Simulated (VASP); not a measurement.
# HfC (Fm-3m) in VASP: a series of runs, part 2 of 2

VASP 6.6.1. The steps go on from the part before.

### 4 Single point, BLYP

File POSCAR:

```
HfC
1.0
    0.0000000000      2.3250000000      2.3250000000
    2.3250000000      0.0000000000      2.3250000000
    2.3250000000      2.3250000000      0.0000000000
Hf C
1 1
Direct
    0.5000000000      0.5000000000      0.5000000000
    0.0000000000      0.0000000000      0.0000000000
```

File INCAR.step1:

```
PREC = Accurate ; ENCUT = 520
EDIFF = 1E-6 ; ISMEAR = -1
SIGMA = 0.05 ; LREAL = F
LASPH = T ; NELM = 80
ALGO = Normal ; ISIF = 2
LWAVE = F ; LCHARG = T
LMAXMIX = 4 ; GGA = B5
ALDAX = 1.0 ; AGGAX = 1.0
AGGAC = 1.0 ; ALDAC = 0.0
NBANDS = 14
```

File KPOINTS.step1:

```
Automatic mesh
0
Gamma
  6 6 6
```

File INCAR.step2:

```
PREC = Accurate ; ENCUT = 520
EDIFF = 1E-6 ; ISMEAR = -5
SIGMA = 0.05 ; LREAL = F
LASPH = T ; NELM = 80
ALGO = Normal ; ISIF = 2
LWAVE = F ; LCHARG = F
LMAXMIX = 4 ; GGA = B5
ALDAX = 1.0 ; AGGAX = 1.0
AGGAC = 1.0 ; ALDAC = 0.0
LORBIT = 11 ; NEDOS = 2001
ICHARG = 11
```

File KPOINTS.step2:

```
Automatic mesh
0
Gamma
  9 9 9
```

Potentials or basis: VASP PAW PBE potentials, release 64 (Hf_pv, C).

Command:

```sh
$ cat potpaw_PBE.64/Hf_pv/POTCAR potpaw_PBE.64/C/POTCAR > POTCAR
$ cp INCAR.step1 INCAR
$ cp KPOINTS.step1 KPOINTS
$ mpirun -np 1 vasp_std > vasp.out
$ cp INCAR.step2 INCAR
$ cp KPOINTS.step2 KPOINTS
$ mpirun -np 1 vasp_std > vasp.out
```

OUTCAR:

```text
PREC = Accurate
   ENCUT = 520
   EDIFF = 1E-6
   ISMEAR = -5
   LREAL = F
   LASPH = T
   NELM = 80
   ISIF = 2
   GGA = B5
   LORBIT = 11
   ICHARG = 11

 ion  position               nearest neighbor table
   1  0.500  0.500  0.500-   2 2.33   2 2.33   2 2.33   2 2.33   2 2.33   2 2.33
   2  0.000  0.000  0.000-   1 2.33   1 2.33   1 2.33   1 2.33   1 2.33   1 2.33

  LATTYP: Found a face centered cubic cell.
 ALAT       =     4.6500000000

  Lattice vectors:

 A1 = (   0.0000000000,   2.3250000000,   2.3250000000)
 A2 = (   2.3250000000,   0.0000000000,   2.3250000000)
 A3 = (   2.3250000000,   2.3250000000,   0.0000000000)

Analysis of symmetry for initial positions (statically):
=====================================================================
 Subroutine PRICEL returns:
 Original cell was already a primitive cell.

 Routine SETGRP: Setting up the symmetry group for a
 face centered cubic supercell.

 Subroutine GETGRP returns: Found 48 space group operations
 (whereof 48 operations were pure point group operations)
 out of a pool of 48 trial point group operations.

The static configuration has the point symmetry O_h .

Analysis of symmetry for dynamics (positions and initial velocities):
=====================================================================
 Subroutine PRICEL returns:
 Original cell was already a primitive cell.

 Routine SETGRP: Setting up the symmetry group for a
 face centered cubic supercell.

 Subroutine GETGRP returns: Found 48 space group operations
 (whereof 48 operations were pure point group operations)
 out of a pool of 48 trial point group operations.

The dynamic configuration has the point symmetry O_h .

 Subroutine INISYM returns: Found 48 space group operations
 (whereof 48 operations are pure point group operations),
 and found     1 'primitive' translations

----------------------------------------------------------------------------------------
[... 123 lines left out ...]
   IVDW    =     0    specifies the selected vdW correction
   LEPSILON=     F    determine dielectric tensor
   LRPA    =     F    only Hartree local field effects (RPA)
 non-spin polarized calculation
 Fermi weights with tetrahedron method with Bloechl corrections
  energy-cutoff  :      520.00
  volume of cell :       25.14
 maximum number of plane-waves:       685

 number of electron      14.0000000 magnetization

 Free energy of the ion-electron system (eV)
  ---------------------------------------------------
  ext. energy  EPLUGINS =         0.00000000
  ---------------------------------------------------
  free energy    TOTEN  =       -19.11730342 eV

  energy without entropy =      -19.11730342  energy(sigma->0) =      -19.11730342

 E-fermi :   6.5158     XC(G=0): -11.6101

 val. band max:        6.5303763737   @ k =   0.1111   0.1111   0.0000
 cond. band min:       6.2907952742   @ k =   0.2222   0.2222   0.0000
 fundamental gap:     -0.2395810995
 Fermi energy:         6.5158212296

 k-point     1 :       0.0000    0.0000    0.0000
  band No.  band energies     occupation
      1     -23.1269      2.00000
      2     -23.1269      2.00000
      3     -23.1269      2.00000
      4      -5.7137      2.00000
      5       7.4353      0.73921
      6       7.4353     -1.21947
      7       7.4353     -1.21948
      8       7.8386      0.00000
      9       7.8386      0.00000
     10       7.8386      0.00000
     11       9.7889      0.00000
[... 309 lines left out ...]
 k-point    24 :       0.4444    0.4444    0.0000
  band No.  band energies     occupation
      1     -23.6986      2.00000
      2     -23.3504      2.00000
      3     -23.3504      2.00000
      4      -3.8957      2.00000
      5       3.8124      2.00000
      6       4.8749      2.00000
      7       6.3522      2.00000
      8       6.3522      0.78828
      9      11.5784      0.00000
     10      13.0034      0.00000
     11      13.0034      0.00000

 [... further k-points ...]
[... 5 lines left out ...]
  --------------------------------------------------------------------------------------
  -------------------------------------------------------------------------------------
  Total        1.1910005      1.1910005      1.1910005      0.0000000      0.0000000     -0.0000000
  in kB       75.9143105     75.9143105     75.9143105      0.0000000      0.0000000     -0.0000000
  external PRESSURE =      75.9143105 kB  Pullay stress =       0.0000000 kB

 VOLUME and BASIS-vectors are now :
 -----------------------------------------------------------------------------
  energy-cutoff  :      520.00
  volume of cell :       25.14
      direct lattice vectors                 reciprocal lattice vectors
     0.000000000  2.325000000  2.325000000    -0.215053763  0.215053763  0.215053763
     2.325000000  0.000000000  2.325000000     0.215053763 -0.215053763  0.215053763
     2.325000000  2.325000000  0.000000000     0.215053763  0.215053763 -0.215053763

 POSITION                                       TOTAL-FORCE (eV/Angst)
 -----------------------------------------------------------------------------------
      2.32500      2.32500      2.32500        -0.000000      0.000000      0.000000
      0.00000      0.00000      0.00000         0.000000      0.000000      0.000000
 -----------------------------------------------------------------------------------
    total drift:                                0.000000     -0.000000     -0.000000

  FREE ENERGIE OF THE ION-ELECTRON SYSTEM (eV)
  ---------------------------------------------------
  free  energy   TOTEN  =       -19.1173034217 eV

  energy  without entropy=      -19.1173034217  energy(sigma->0) =      -19.11730342

 total charge

# of ion       s       p       d       tot
------------------------------------------
    1        0.303   6.626   1.676   8.604
    2        0.877   1.551   0.000   2.428
--------------------------------------------------
tot          1.180   8.177   1.676  11.032
```

Wall time 16 s (1 thread of Intel Xeon Platinum 8375C at 2.90GHz (Ice Lake), shared host); peak memory 0.14 GiB.

Results:

```yaml
Valence_electrons_inside_the_program's_atomic_spheres: Hf 8.60; C 2.43
```

Caveat: the k points lie up to 0.39 Å⁻¹ apart; the PAW data sets were made with another functional, which shifts forces and pressure a little; spin-orbit coupling is left out, which moves the levels of the heavy elements.
